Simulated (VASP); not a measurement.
# Sr in VASP: a series of runs

Runs on Sr. Level: PBE. Tasks: single point.

All numbers are computed with VASP 6.6.1; they aren't measurements. Logs are shortened: lines on timing, memory, paths and dates and some standing lists are left out, and cuts for length are marked.

### 1 The cell of the first run

The cell holds a sheet with vacuum, 2 atoms: a = 4.301 Å, b = 4.301 Å, c = 30.850 Å, α = 90.00°, β = 90.00°, γ = 120.00°.

### 2 Single point, PBE

File INCAR:

```
SYSTEM = Sr
ALGO     = Normal         ! electronic algorithm
DIPOL    = 0.5 0.5 0.292
EDIFF    = 1E-6           ! SCF threshold, eV
ENCUT    = 520            ! plane-wave cutoff, eV
GGA      = PE             ! functional
IDIPOL   = 3            
ISIF     = 2              ! what is computed and relaxed
ISMEAR   = 0              ! smearing method
LASPH    = .TRUE.         ! aspherical terms in the spheres
LCHARG   = .FALSE.        ! write CHGCAR
LDIPOL   = .TRUE.       
LREAL    = .FALSE.        ! projectors in reciprocal space
LWAVE    = .FALSE.        ! write WAVECAR
NBANDS   = 17             ! bands
NELM     = 80             ! most SCF steps
PREC     = Accurate       ! precision mode
SIGMA    = 0.1            ! smearing width, eV
```

File KPOINTS:

```
k-points
0
G
  18 18 1
  0 0 0
```

File POSCAR:

```
Sr
1.0
    4.3011356458      0.0000000000      0.0000000000
   -2.1505678229      3.7248927344      0.0000000000
    0.0000000000      0.0000000000     30.8500002400
Sr
2
Direct
    0.3333333333      0.6666666667      0.2385691286
    0.6666666667      0.3333333333      0.3448992623
```

Potentials or basis: VASP PAW PBE potentials, release 64 (Sr_sv).

Run with:

```bash
cat potpaw_PBE.64/Sr_sv/POTCAR > POTCAR
mpirun -np 1 vasp_std > vasp.out
```

OUTCAR:

```text
SYSTEM = Sr
   EDIFF = 1E-6
   ENCUT = 520
   GGA = PE
   ISIF = 2
   ISMEAR = 0
   LASPH = .TRUE.
   LREAL = .FALSE.
   NELM = 80
   PREC = Accurate

 ion  position               nearest neighbor table
   1  0.333  0.667  0.239-   2 4.11   2 4.11   2 4.11
   2  0.667  0.333  0.345-   1 4.11   1 4.11   1 4.11

  LATTYP: Found a hexagonal cell.
 ALAT       =     4.3011356458
 C/A-ratio  =     7.1725243704

  Lattice vectors:

 A1 = (   4.3011356458,   0.0000000000,   0.0000000000)
 A2 = (  -2.1505678229,   3.7248927344,   0.0000000000)
 A3 = (   0.0000000000,   0.0000000000,  30.8500002400)

Analysis of symmetry for initial positions (statically):
=====================================================================
 Subroutine PRICEL returns:
 Original cell was already a primitive cell.

 Routine SETGRP: Setting up the symmetry group for a
 hexagonal supercell.

 Subroutine GETGRP returns: Found 12 space group operations
 (whereof  6 operations were pure point group operations)
 out of a pool of 24 trial point group operations.

The static configuration has the point symmetry C_3v.
 The point group associated with its full space group is D_3d.

Analysis of symmetry for dynamics (positions and initial velocities):
=====================================================================
 Subroutine PRICEL returns:
 Original cell was already a primitive cell.

 Routine SETGRP: Setting up the symmetry group for a
 hexagonal supercell.

 Subroutine GETGRP returns: Found 12 space group operations
 (whereof  6 operations were pure point group operations)
 out of a pool of 24 trial point group operations.

The dynamic configuration has the point symmetry C_3v.
 The point group associated with its full space group is D_3d.

 Subroutine INISYM returns: Found 12 space group operations
 (whereof  6 operations are pure point group operations),
 and found     1 'primitive' translations

----------------------------------------------------------------------------------------

                                     Primitive cell

  volume of cell :     494.2561

  direct lattice vectors                    reciprocal lattice vectors
     4.301135646  0.000000000  0.000000000     0.232496736  0.134232053  0.000000000
    -2.150567823  3.724892734  0.000000000     0.000000000  0.268464107  0.000000000
     0.000000000  0.000000000 30.850000240     0.000000000  0.000000000  0.032414911

  length of vectors
     4.301135646  4.301135646 30.850000240     0.268464107  0.268464107  0.032414911

  position of ions in fractional coordinates (direct lattice)
     0.333333333  0.666666667  0.238569129
     0.666666667  0.333333333  0.344899262

  ion indices of the primitive-cell ions
   primitive index   ion index
                 1           1
                 2           2

----------------------------------------------------------------------------------------

 KPOINTS: k-points

Automatic generation of k-mesh.
 Grid dimensions read from file:
 generate k-points for:   18   18    1

 Generating k-lattice:

  Cartesian coordinates                     Fractional coordinates (reciprocal lattice)
     0.012916485  0.007457336  0.000000000     0.055555556  0.000000000  0.000000000
     0.000000000  0.014914673  0.000000000     0.000000000  0.055555556  0.000000000
     0.000000000  0.000000000  0.032414911     0.000000000  0.000000000  1.000000000

  Length of vectors
     0.014914673  0.014914673  0.032414911

  Shift w.r.t. Gamma in fractional coordinates (k-lattice)
     0.000000000  0.000000000  0.000000000

 Subroutine IBZKPT returns following result:
 ===========================================

 Found     37 irreducible k-points:

 Following reciprocal coordinates:
            Coordinates               Weight
  0.000000  0.000000  0.000000      1.000000
  0.055556 -0.000000  0.000000      6.000000
  0.111111 -0.000000  0.000000      6.000000
  0.166667  0.000000  0.000000      6.000000
  0.222222 -0.000000  0.000000      6.000000
  0.277778 -0.000000  0.000000      6.000000
[... 16 lines left out ...]
  0.333333  0.111111  0.000000     12.000000
  0.388889  0.111111  0.000000     12.000000
 [... further k-points ...]
   k-points           NKPTS =     37   k-points in BZ     NKDIM =     37   number of bands    NBANDS=     17
   number of dos      NEDOS =    301   number of ions     NIONS =      2
   total plane-waves  NPLWV = 245760
   dimension x,y,z NGX =    32 NGY =   32 NGZ =  240
   dimension x,y,z NGXF=    64 NGYF=   64 NGZF=  480
   ions per type =               2
   NGX,Y,Z   is equivalent  to a cutoff of  12.37, 12.37, 12.93 a.u.
   NGXF,Y,Z  is equivalent  to a cutoff of  24.74, 24.74, 25.87 a.u.
 SYSTEM =  Sr
   PREC   = accura    normal or accurate (medium, high low for compatibility)
   ISTART =      0    job   : 0-new  1-cont  2-samecut
   ICHARG =      2    charge: 1-file 2-atom 10-const
   ISPIN  =      1    spin polarized calculation?
   LNONCOLLINEAR =      F non collinear calculations
   LSORBIT =      F    spin-orbit coupling
   LASPH  =      T    aspherical Exc in radial PAW
   ENCUT  =  520.0 eV  38.22 Ry    6.18 a.u.   8.00  8.00 57.36*2*pi/ulx,y,z
   NELM   =     80;   NELMIN=  2; NELMDL= -5     # of ELM steps
   EDIFF  = 0.1E-05   stopping-criterion for ELM
   LREAL  =      F    real-space projection
   EDIFFG = 0.1E-04   stopping-criterion for IOM
   NSW    =      0    number of steps for IOM
   IBRION =     -1    ionic relax: 0-MD 1-quasi-New 2-CG
   NFREE  =      0    steps in history (QN), initial steepest desc. (CG)
   ISIF   =      2    stress and relaxation
   ISYM   =      2    0-nonsym 1-usesym 2-fastsym
   POTIM  = 0.5000    time-step for ionic-motion
   TEBEG  =    0.0;   TEEND  =   0.0 temperature during run
   PSTRESS=    0.0 pullay stress
   NELECT =      20.0000    total number of electrons
   NUPDOWN=      -1.0000    fix difference up-down
   EMIN   =  10.00;   EMAX   =-10.00  energy-range for DOS
   EFERMI =   0.00;   METHOD = LEGACY
   ISMEAR =     0;   SIGMA  =   0.10  broadening in eV -4-tet -1-fermi 0-gaus
   EFERMI_NEDOS =   21; number of points for ismear=-14 and -15
   IALGO  =     38    algorithm
   IMIX   =      4    mixing-type and parameters
     AMIX     =   0.40;   BMIX     =  1.00
     AMIX_MAG =   1.60;   BMIX_MAG =  1.00
  volume/ion in A,a.u.               =     247.13      1667.70
  Fermi-wavevector in a.u.,A,eV,Ry     =   0.562040  1.062102  4.297935  0.315889
  Thomas-Fermi vector in A             =   1.598592
   LORBIT       =      0    0 simple, 1 ext, 2 COOP (PROOUT), +10 PAW based schemes
   GGA     = PE    functional components
   LHFCALC =     F    Hartree Fock is set to
   AEXX    =    0.0000 exact exchange contribution
   IVDW    =     0    specifies the selected vdW correction
   LEPSILON=     F    determine dielectric tensor
   LRPA    =     F    only Hartree local field effects (RPA)
 non-spin polarized calculation
 Gauss-broadening in eV      SIGMA  =   0.10
  energy-cutoff  :      520.00
  volume of cell :      494.26
 maximum number of plane-waves:     13360
 NGX is ok and might be reduce to    32
   NGX = 15   NGY = 15   NGZ =115

 dipolmoment           0.000000      0.000000     -0.000004 electrons x Angstroem

 number of electron      20.0000000 magnetization

 dipolmoment           0.000000      0.000000      0.000000 electrons x Angstroem

 Free energy of the ion-electron system (eV)
  ---------------------------------------------------
  ext. energy  EPLUGINS =         0.00000000
  ---------------------------------------------------
  free energy    TOTEN  =        -2.62742834 eV

  energy without entropy =       -2.61890294  energy(sigma->0) =       -2.62316564

 E-fermi :  -1.4527     XC(G=0):  -2.1477

 val. band max:       -1.5109358293   @ k =   0.2778   0.2222   0.0000
 cond. band min:      -1.4080365025   @ k =   0.0000   0.0000   0.0000
 fundamental gap:      0.1028993267
 Fermi energy:        -1.4526972503

 k-point     1 :       0.0000    0.0000    0.0000
  band No.  band energies     occupation
      1     -38.4348      2.00000
      2     -38.4238      2.00000
      3     -20.5456      2.00000
      4     -20.4177      2.00000
      5     -20.3146      2.00000
      6     -20.3146      2.00000
[... 9 lines left out ...]
     16       0.7566      0.00000
     17       0.7566      0.00000

 k-point     2 :       0.0556   -0.0000    0.0000
  band No.  band energies     occupation
      1     -38.4345      2.00000
      2     -38.4236      2.00000
      3     -20.5443      2.00000
      4     -20.4185      2.00000
      5     -20.3183      2.00000
      6     -20.3159      2.00000
[... 9 lines left out ...]
     16       0.6858      0.00000
     17       0.9511      0.00000

 k-point     3 :       0.1111   -0.0000    0.0000
  band No.  band energies     occupation
      1     -38.4336      2.00000
      2     -38.4231      2.00000
      3     -20.5408      2.00000
      4     -20.4210      2.00000
      5     -20.3286      2.00000
      6     -20.3194      2.00000
[... 9 lines left out ...]
     16       0.7283      0.00000
     17       0.8903      0.00000

 k-point     4 :       0.1667    0.0000    0.0000
  band No.  band energies     occupation
      1     -38.4321      2.00000
      2     -38.4224      2.00000
      3     -20.5353      2.00000
      4     -20.4256      2.00000
      5     -20.3438      2.00000
      6     -20.3259      2.00000
[... 9 lines left out ...]
     16       0.8529      0.00000
     17       1.0571      0.00000
[... 343 lines left out ...]
      1     -38.4258      2.00000
      2     -38.4198      2.00000
      3     -20.5116      2.00000
      4     -20.4572      2.00000
      5     -20.3960      2.00000
      6     -20.3838      2.00000
[... 9 lines left out ...]
     16       0.7725      0.00000
     17       0.9743      0.00000

 k-point    23 :       0.3333    0.1111    0.0000
  band No.  band energies     occupation
      1     -38.4241      2.00000
      2     -38.4194      2.00000
      3     -20.5059      2.00000
      4     -20.4688      2.00000
      5     -20.4061      2.00000
      6     -20.3939      2.00000
[... 9 lines left out ...]
     16       0.9044      0.00000
     17       1.0202      0.00000

 k-point    24 :       0.3889    0.1111    0.0000
  band No.  band energies     occupation
      1     -38.4229      2.00000
      2     -38.4193      2.00000
      3     -20.5016      2.00000
      4     -20.4779      2.00000
      5     -20.4104      2.00000
      6     -20.4017      2.00000
[... 9 lines left out ...]
     16       0.9906      0.00000
     17       1.0357      0.00000

 [... further k-points ...]

------------------------ aborting loop because EDIFF is reached ----------------------------------------

 vacuum level on the upper side and lower side of the slab       (xc-potential included)        -0.001        -0.001

  FORCE on cell =-STRESS in cart. coord.  units (eV):
  Direction    XX          YY          ZZ          XY          YZ          ZX
  --------------------------------------------------------------------------------------
  -------------------------------------------------------------------------------------
  Total        0.0095842      0.0095842     -0.0027995     -0.0000000      0.0000000     -0.0000000
  in kB        0.0310681      0.0310681     -0.0090747     -0.0000000      0.0000000     -0.0000000
  external PRESSURE =       0.0176871 kB  Pullay stress =       0.0000000 kB

 VOLUME and BASIS-vectors are now :
 -----------------------------------------------------------------------------
  energy-cutoff  :      520.00
  volume of cell :      494.26
      direct lattice vectors                 reciprocal lattice vectors
     4.301135646  0.000000000  0.000000000     0.232496736  0.134232053  0.000000000
    -2.150567823  3.724892734  0.000000000     0.000000000  0.268464107  0.000000000
     0.000000000  0.000000000 30.850000240     0.000000000  0.000000000  0.032414911

 POSITION                                       TOTAL-FORCE (eV/Angst)
 -----------------------------------------------------------------------------------
     -0.00000      2.48326      7.35986         0.000000     -0.000000     -0.000817
      2.15057      1.24163     10.64014        -0.000000      0.000000      0.000817
 -----------------------------------------------------------------------------------
    total drift:                               -0.000000      0.000000      0.000002

  FREE ENERGIE OF THE ION-ELECTRON SYSTEM (eV)
  ---------------------------------------------------
  free  energy   TOTEN  =        -2.6274283429 eV

  energy  without entropy=       -2.6189029400  energy(sigma->0) =       -2.62316564

 vacuum level on the upper side and lower side of the slab         0.994         0.994
```

Run time: 4.7 min. Hardware: 1 thread of AMD EPYC 9R45 (Zen 5), shared host; peak memory 0.65 GiB.

Results:

```
Free energy            : -2.6274 eV
Band gap on the k mesh : zero (bands 10 and 11 overlap by 0.13 eV)
```

Levels at points of the mesh, in eV from the Fermi level:
```
           k point  band 8  band 9  band 10  band 11  band 12  band 13
(0.00, 0.00, 0.00)  -18.84   -3.34    -2.08     0.04     0.46     1.62
(0.50, 0.00, 0.00)  -18.87   -0.96    -0.70     0.14     0.53     0.56
```

### 3 Single point, PBE

File INCAR:

```
SYSTEM = Sr
PREC = Accurate ; ENCUT = 520
EDIFF = 1E-6 ; ISMEAR = 0
SIGMA = 0.1 ; LREAL = .FALSE.
LASPH = .TRUE. ; NELM = 80
ALGO = Normal ; ISIF = 2
LWAVE = .FALSE. ; LCHARG = .FALSE.
LDIPOL = .TRUE. ; IDIPOL = 3
DIPOL = 0.5 0.5 0.292 ; GGA = PE
NBANDS = 17
```

File KPOINTS:

```
Automatic mesh
0
G
  18 18 1
  0 0 0
```

File POSCAR:

```
Sr
1.0
    4.2970181601      0.0000000000      0.0000000000
   -2.1485090800      3.7213268872      0.0000000000
    0.0000000000      0.0000000000     30.8500002400
Sr
2
Direct
    0.3333333333      0.6666666667      0.2386428634
    0.6666666667      0.3333333333      0.3448255275
```

Potentials or basis: VASP PAW PBE potentials, release 64 (Sr_sv).

Run with:

```bash
cat potpaw_PBE.64/Sr_sv/POTCAR > POTCAR
mpirun -np 1 vasp_std > vasp.out
```

Wall time 5 min (1 thread of AMD EPYC 9R45 (Zen 5), shared host); peak memory 0.67 GiB.

Results (log left out):

| Quantity | Value |
| --- | --- |
| Free energy | -2.6274 eV |
| Largest force | 0.006 eV/Å |
| Band gap on the k mesh | zero (bands 10 and 11 overlap by 0.13 eV) |

Forces in eV/Å, atoms in the order of the input:
```
Sr   0.000  0.000 -0.006
Sr   0.000  0.000  0.006
```

Levels at points of the mesh, in eV from the Fermi level:
| k point | band 7 | band 8 | band 9 | band 10 | band 11 | band 12 | band 13 | band 14 |
| --- | --- | --- | --- | --- | --- | --- | --- | --- |
| (0.00, 0.00, 0.00) | -18.83 | -18.83 | -3.35 | -2.09 | 0.04 | 0.45 | 1.62 | 2.05 |
| (0.50, 0.00, 0.00) | -18.90 | -18.86 | -0.96 | -0.70 | 0.14 | 0.53 | 0.56 | 1.50 |

### 4 Single point, PBE

This run uses another cell than the first one: it holds 8 atoms, not 2.

File INCAR:

```
ALGO = Normal ; DIPOL = 0.5 0.5 0.292
EDIFF = 1E-6 ; ENCUT = 520
GGA = PE ; IDIPOL = 3
ISIF = 2 ; ISMEAR = 0
LASPH = True ; LCHARG = False
LDIPOL = True ; LREAL = False
LWAVE = False ; NBANDS = 50
NELM = 80 ; PREC = Accurate
SIGMA = 0.2
```

File KPOINTS:

```
k-points
0
Gamma
  3 3 1
```

File POSCAR:

```
Sr
1.0
    8.6022712917     -0.0000000001      0.0000000000
   -4.3011356458      7.4497854689      0.0000000000
    0.0000000000      0.0000000000     30.8500002400
Sr
8
Direct
    0.1666666667      0.3333333333      0.2385691286
    0.1666666667      0.8333333333      0.2385691286
    0.6666666667      0.3333333333      0.2385691286
    0.6666666667      0.8333333333      0.2385691286
    0.3333333333      0.1666666667      0.3448992623
    0.3333333333      0.6666666667      0.3448992623
    0.8333333333      0.1666666667      0.3448992623
    0.8333333333      0.6666666667      0.3448992623
```

Run with:

```bash
cat potpaw_PBE.64/Sr_sv/POTCAR > POTCAR
mpirun -np 1 vasp_std > vasp.out
```

Wall time 9.2 min (1 thread of AMD EPYC 9R45 (Zen 5), shared host); peak memory 1.6 GiB.

The run converged. Its results:

| Quantity | Value |
| --- | --- |
| Free energy | -10.4892 eV |
| Largest force | 0.007 eV/Å |
| Band gap on the k mesh | zero (filled and empty bands touch) |

Forces in eV/Å, atoms in the order of the input:
```
Sr   0.000  0.000  0.007
Sr   0.000  0.000  0.007
Sr   0.000  0.000  0.007
Sr   0.000  0.000  0.007
Sr   0.000  0.000 -0.007
Sr   0.000  0.000 -0.007
Sr   0.000  0.000 -0.007
Sr   0.000  0.000 -0.007
```

Levels at points of the mesh, in eV from the Fermi level:
```
           k point  band 38  band 39  band 40  band 41  band 42  band 43
(0.00, 0.00, 0.00)    -0.63    -0.63    -0.63     0.11     0.21     0.21
```

### 5 Overview

| cell | k mesh | smearing | gap on the mesh (eV) | largest force (eV/Å) |
| --- | --- | --- | --- | --- |
| a = 4.301, b = 4.301, c = 30.850 Å, angles 90.0, 90.0, 120.0°, 2 atoms, atomic positions A | 18 × 18 × 1 | gaussian 0.1 eV | none | - |
| a = 4.297, b = 4.297, c = 30.850 Å, angles 90.0, 90.0, 120.0°, 2 atoms, atomic positions A | 18 × 18 × 1 | gaussian 0.1 eV | none | 0.01 |
| a = 8.602, b = 8.602, c = 30.850 Å, angles 90.0, 90.0, 120.0°, 8 atoms, atomic positions B | 3 × 3 × 1 | gaussian 0.2 eV | none | 0.01 |

Alike in all rows: task single point; level PBE; potentials or basis VASP PAW PBE potentials, release 64 (Sr_sv); no spin polarisation; cutoff (eV) 520.

Total energies depend on the potentials used, so only differences within one code and one set of settings carry meaning.
